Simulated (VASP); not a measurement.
# Bi2Te3 (R-3m) in VASP: notebook

The runs below take Bi2Te3 through relaxation of cell and atoms, with PBEsol.

All numbers are computed with VASP 6.6.1; they aren't measurements. Logs are shortened: lines on timing, memory, paths and dates and some standing lists are left out, and cuts for length are marked.

### Step 1. The cell of the first run

It takes space group R-3m (No. 166, trigonal). Conventional cell: a = 4.386 Å, b = 4.386 Å, c = 30.497 Å, α = 90.00°, β = 90.00°, γ = 120.00°. Bi (site symmetry 3m) has 6 Te at 3.07 to 3.25 Å within 4.0 Å. Within 4.6 Å of Te (site symmetry -3m) lie 6 Bi at 3.25 Å and 12 Te at 4.39 to 4.55 Å. Te (site symmetry 3m) has 3 Bi at 3.07 Å and 3 Te at 3.64 Å within 4.0 Å.

### Step 2. Relaxation of cell and atoms, PBEsol

INCAR

```
PREC     = Accurate       # precision mode
ENCUT    = 600            # plane-wave cutoff, eV
EDIFF    = 1E-6           # SCF threshold, eV
ISMEAR   = 0              # smearing method
SIGMA    = 0.03           # smearing width, eV
LREAL    = False          # projectors in reciprocal space
LASPH    = True           # aspherical terms in the spheres
NELM     = 80             # most SCF steps
ALGO     = Normal         # electronic algorithm
ISIF     = 3              # what is computed and relaxed
LWAVE    = False          # write WAVECAR
LCHARG   = False          # write CHGCAR
GGA      = PS             # functional
IBRION   = 2              # ionic algorithm
NSW      = 90             # ionic steps
EDIFFG   = -0.01          # ionic threshold
KPAR     = 4
```

KPOINTS

```
Automatic mesh
0
Gamma
  7 7 7
```

POSCAR

```
Bi2Te3
1.0
    2.1930000000      1.2661291403     10.1656666667
   -2.1930000000      1.2661291403     10.1656666667
    0.0000000000     -2.5322582807     10.1656666667
Bi Te
2 3
Direct
    0.4000000000      0.4000000000      0.4000000000
    0.6000000000      0.6000000000      0.6000000000
    0.0000000000      0.0000000000      0.0000000000
    0.2095000000      0.2095000000      0.2095000000
    0.7905000000      0.7905000000      0.7905000000
```

Potentials or basis: VASP PAW PBE potentials, release 64 (Bi_d, Te).

Run with:

```bash
> cat potpaw_PBE.64/Bi_d/POTCAR potpaw_PBE.64/Te/POTCAR > POTCAR
> mpirun -np 4 vasp_std > vasp.out
```

OUTCAR:

```text
PREC = Accurate
   ENCUT = 600
   EDIFF = 1E-6
   ISMEAR = 0
   LREAL = False
   LASPH = True
   NELM = 80
   ISIF = 3
   GGA = PS
   IBRION = 2
   NSW = 90
   EDIFFG = -0.01

 ion  position               nearest neighbor table
   1  0.400  0.400  0.400-   5 3.07   5 3.07   5 3.07   3 3.25   3 3.25   3 3.25
   2  0.600  0.600  0.600-   4 3.07   4 3.07   4 3.07   3 3.25   3 3.25   3 3.25
   3  0.000  0.000  0.000-   2 3.25   1 3.25   2 3.25   2 3.25   1 3.25   1 3.25
   4  0.209  0.209  0.209-   2 3.07   2 3.07   2 3.07   5 3.64   5 3.64   5 3.64
   5  0.791  0.791  0.791-   1 3.07   1 3.07   1 3.07   4 3.64   4 3.64   4 3.64

  LATTYP: Found a trigonal (rhomboedric) cell.
 ALAT       =    10.4763118882
 COS(alpha) =     0.9123624111

  Lattice vectors:

 A1 = (   2.1930000000,   1.2661291403,  10.1656666667)
 A2 = (  -2.1930000000,   1.2661291403,  10.1656666667)
 A3 = (   0.0000000000,  -2.5322582807,  10.1656666667)

Analysis of symmetry for initial positions (statically):
=====================================================================
 Subroutine PRICEL returns:
 Original cell was already a primitive cell.

 Routine SETGRP: Setting up the symmetry group for a
 trigonal (rhombohedral) supercell.

 Subroutine GETGRP returns: Found 12 space group operations
 (whereof 12 operations were pure point group operations)
 out of a pool of 12 trial point group operations.

The static configuration has the point symmetry D_3d.

Analysis of symmetry for dynamics (positions and initial velocities):
=====================================================================
 Subroutine PRICEL returns:
 Original cell was already a primitive cell.

 Routine SETGRP: Setting up the symmetry group for a
 trigonal (rhombohedral) supercell.

 Subroutine GETGRP returns: Found 12 space group operations
 (whereof 12 operations were pure point group operations)
 out of a pool of 12 trial point group operations.

The dynamic configuration has the point symmetry D_3d.

 Subroutine INISYM returns: Found 12 space group operations
 (whereof 12 operations are pure point group operations),
 and found     1 'primitive' translations

----------------------------------------------------------------------------------------

                                     Primitive cell

  volume of cell :     169.3572

  direct lattice vectors                    reciprocal lattice vectors
     2.193000000  1.266129140 10.165666667     0.227998176  0.131634808  0.032790111
    -2.193000000  1.266129140 10.165666667    -0.227998176  0.131634808  0.032790111
     0.000000000 -2.532258281 10.165666667     0.000000000 -0.263269617  0.032790111

  length of vectors
    10.476311888 10.476311888 10.476311888     0.265303755  0.265303755  0.265303755

  position of ions in fractional coordinates (direct lattice)
     0.400000000  0.400000000  0.400000000
     0.600000000  0.600000000  0.600000000
     0.000000000  0.000000000  0.000000000
     0.209500000  0.209500000  0.209500000
     0.790500000  0.790500000  0.790500000

  ion indices of the primitive-cell ions
   primitive index   ion index
                 1           1
                 2           2
                 3           3
                 4           4
                 5           5

----------------------------------------------------------------------------------------

 KPOINTS: Automatic mesh

Automatic generation of k-mesh.
 Grid dimensions read from file:
 generate k-points for:    7    7    7

 Generating k-lattice:

  Cartesian coordinates                     Fractional coordinates (reciprocal lattice)
     0.032571168  0.018804973  0.004684302     0.142857143  0.000000000  0.000000000
    -0.032571168  0.018804973  0.004684302     0.000000000  0.142857143  0.000000000
     0.000000000 -0.037609945  0.004684302     0.000000000  0.000000000  0.142857143

  Length of vectors
     0.037900536  0.037900536  0.037900536

  Shift w.r.t. Gamma in fractional coordinates (k-lattice)
     0.000000000  0.000000000  0.000000000

 Subroutine IBZKPT returns following result:
 ===========================================

 Found     44 irreducible k-points:

 Following reciprocal coordinates:
            Coordinates               Weight
  0.000000  0.000000  0.000000      1.000000
  0.142857  0.000000  0.000000      6.000000
  0.285714  0.000000  0.000000      6.000000
  0.428571  0.000000  0.000000      6.000000
  0.142857  0.142857  0.000000      6.000000
  0.285714  0.142857  0.000000     12.000000
[... 16 lines left out ...]
  0.285714  0.285714  0.142857      6.000000
  0.428571  0.285714  0.142857     12.000000
 [... further k-points ...]
   k-points           NKPTS =     44   k-points in BZ     NKDIM =     44   number of bands    NBANDS=     28
   number of dos      NEDOS =    301   number of ions     NIONS =      5
   total plane-waves  NPLWV = 592704
   dimension x,y,z NGX =    84 NGY =   84 NGZ =   84
   dimension x,y,z NGXF=   168 NGYF=  168 NGZF=  168
   ions per type =               2   3
   NGX,Y,Z   is equivalent  to a cutoff of  13.33, 13.33, 13.33 a.u.
   NGXF,Y,Z  is equivalent  to a cutoff of  26.66, 26.66, 26.66 a.u.
 SYSTEM =  unknown system
   PREC   = accura    normal or accurate (medium, high low for compatibility)
   ISTART =      0    job   : 0-new  1-cont  2-samecut
   ICHARG =      2    charge: 1-file 2-atom 10-const
   ISPIN  =      1    spin polarized calculation?
   LNONCOLLINEAR =      F non collinear calculations
   LSORBIT =      F    spin-orbit coupling
   LASPH  =      T    aspherical Exc in radial PAW
   ENCUT  =  600.0 eV  44.10 Ry    6.64 a.u.  20.92 20.92 20.92*2*pi/ulx,y,z
   NELM   =     80;   NELMIN=  2; NELMDL= -5     # of ELM steps
   EDIFF  = 0.1E-05   stopping-criterion for ELM
   LREAL  =      F    real-space projection
   EDIFFG = -.1E-01   stopping-criterion for IOM
   NSW    =     90    number of steps for IOM
   IBRION =      2    ionic relax: 0-MD 1-quasi-New 2-CG
   NFREE  =      1    steps in history (QN), initial steepest desc. (CG)
   ISIF   =      3    stress and relaxation
   ISYM   =      2    0-nonsym 1-usesym 2-fastsym
   POTIM  = 0.5000    time-step for ionic-motion
   TEBEG  =    0.0;   TEEND  =   0.0 temperature during run
   PSTRESS=    0.0 pullay stress
   NELECT =      48.0000    total number of electrons
   NUPDOWN=      -1.0000    fix difference up-down
   EMIN   =  10.00;   EMAX   =-10.00  energy-range for DOS
   EFERMI =   0.00;   METHOD = LEGACY
   ISMEAR =     0;   SIGMA  =   0.03  broadening in eV -4-tet -1-fermi 0-gaus
   EFERMI_NEDOS =   21; number of points for ismear=-14 and -15
   IALGO  =     38    algorithm
   IMIX   =      4    mixing-type and parameters
     AMIX     =   0.40;   BMIX     =  1.00
     AMIX_MAG =   1.60;   BMIX_MAG =  1.00
  volume/ion in A,a.u.               =      33.87       228.58
  Fermi-wavevector in a.u.,A,eV,Ry     =   1.075360  2.032136 15.733774  1.156400
  Thomas-Fermi vector in A             =   2.211215
   LORBIT       =      0    0 simple, 1 ext, 2 COOP (PROOUT), +10 PAW based schemes
   GGA     = PS    functional components
   LHFCALC =     F    Hartree Fock is set to
   AEXX    =    0.0000 exact exchange contribution
   IVDW    =     0    specifies the selected vdW correction
   LEPSILON=     F    determine dielectric tensor
   LRPA    =     F    only Hartree local field effects (RPA)
 conjugate gradient relaxation of ions
 non-spin polarized calculation
 Gauss-broadening in eV      SIGMA  =   0.03
  energy-cutoff  :      600.00
  volume of cell :      169.36
 maximum number of plane-waves:      5672
   NGX = 41   NGY = 41   NGZ = 41

--------------------------------------- Ionic step        1  -------------------------------------------

 number of electron      48.0000002 magnetization

 Free energy of the ion-electron system (eV)
  ---------------------------------------------------
  ext. energy  EPLUGINS =         0.00000000
  ---------------------------------------------------
  free energy    TOTEN  =       -20.29339832 eV

  energy without entropy =      -20.29339832  energy(sigma->0) =      -20.29339832

------------------------ aborting loop because EDIFF is reached ----------------------------------------

  FORCE on cell =-STRESS in cart. coord.  units (eV):
  Direction    XX          YY          ZZ          XY          YZ          ZX
  --------------------------------------------------------------------------------------
  -------------------------------------------------------------------------------------
  Total       -0.4903550     -0.4903550     -0.8027779      0.0000000      0.0000000      0.0000000
  in kB       -4.6389262     -4.6389262     -7.5945532      0.0000000      0.0000000      0.0000000
  external PRESSURE =      -5.6241352 kB  Pullay stress =       0.0000000 kB
[... 141 lines left out ...]
  energy  without entropy=      -20.2972039206  energy(sigma->0) =      -20.29720392

--------------------------------------- Ionic step        5  -------------------------------------------

 number of electron      47.9999998 magnetization

 Free energy of the ion-electron system (eV)
  ---------------------------------------------------
  ext. energy  EPLUGINS =         0.00000000
  ---------------------------------------------------
  free energy    TOTEN  =       -20.29738325 eV

  energy without entropy =      -20.29738325  energy(sigma->0) =      -20.29738325

 E-fermi :   6.2779     XC(G=0):  -9.5328

 val. band max:        6.1785998611   @ k =   0.0000   0.0000   0.0000
 cond. band min:       6.3771221569   @ k =   0.0000   0.0000   0.0000
 fundamental gap:      0.1985222958
 Fermi energy:         6.2778685447

 k-point     1 :       0.0000    0.0000    0.0000
  band No.  band energies     occupation
      1     -16.9370      2.00000
      2     -16.9370      2.00000
      3     -16.9354      2.00000
      4     -16.9354      2.00000
      5     -16.9272      2.00000
      6     -16.9257      2.00000
[... 733 lines left out ...]
     27       8.0192      0.00000
     28       8.4952      0.00000

 [... further k-points ...]
[... 5 lines left out ...]
  --------------------------------------------------------------------------------------
  -------------------------------------------------------------------------------------
  Total        0.0030178      0.0030178      0.0048326      0.0000000     -0.0000000      0.0000000
  in kB        0.0288234      0.0288234      0.0461570      0.0000000     -0.0000000      0.0000000
  external PRESSURE =       0.0346012 kB  Pullay stress =       0.0000000 kB
[... 20 lines left out ...]
  FREE ENERGIE OF THE ION-ELECTRON SYSTEM (eV)
  ---------------------------------------------------
  free  energy   TOTEN  =       -20.2973832485 eV

  energy  without entropy=      -20.2973832467  energy(sigma->0) =      -20.29738325

 reached required accuracy - stopping structural energy minimisation
```

Run time: 15 min. Hardware: 4 MPI ranks of AMD EPYC 9R45 (Zen 5), shared host; peak memory 1.2 GiB.

Results:

```yaml
Free_energy: -20.2974 eV
Relaxed_volume: 33.55 Å³/atom
Relaxed_cell: a = 10.396 Å, b = 10.396 Å, c = 10.396 Å, α = 24.34°, β = 24.34°, γ = 24.34°
Space_group_after_relaxing_to_0.1_Å: R-3m (No. 166)
Energy_gained_by_relaxing: 0.8 meV/atom
Ionic_steps: 5
Pressure_after_relaxing: 0.0 GPa
Band_gap_on_the_k_mesh: 0.20 eV
```

Forces in eV/Å, atoms in the order of the input:
```
Bi   0.000  0.000 -0.003
Bi   0.000  0.000  0.003
Te   0.000  0.000  0.000
Te   0.000  0.000  0.001
Te   0.000  0.000 -0.001
```

The path:
```
step  energy change (eV)  largest force (eV/Å)  pressure (GPa)  volume (Å³)
   1              0.0000                0.0965           -0.56       169.36
   2             -0.0020                0.0535            0.43       166.46
   3             -0.0036                0.0134            0.02       167.61
   4             -0.0038                0.0104            0.02       167.65
   5             -0.0040                0.0028            0.00       167.75
```

Final structure:
```xyz
5
Lattice="2.1914 1.2652 10.0839 -2.1914 1.2652 10.0839 0.0000 -2.5304 10.0839" Properties=species:S:1:pos:R:3 pbc="T T T"
Bi    0.0000    0.0000   12.0999
Bi    0.0000    0.0000   18.1517
Te    0.0000    0.0000    0.0000
Te    0.0000    0.0000    6.3418
Te    0.0000    0.0000   23.9097
```

Levels at points of the mesh, in eV from the valence-band top:
```
           k point  band 21  band 22  band 23  band 24  band 25  band 26  band 27  band 28
(0.00, 0.00, 0.00)    -1.75    -0.89    -0.89     0.00     0.20     0.61     0.61     1.91
```

Caveat: the PAW data sets were made with another functional, which shifts forces and pressure a little; spin-orbit coupling is left out, which moves the levels of the heavy elements; an odd mesh through Γ misses points on the zone boundary, where band edges can lie.

(Part 1 of 2 ends here.)
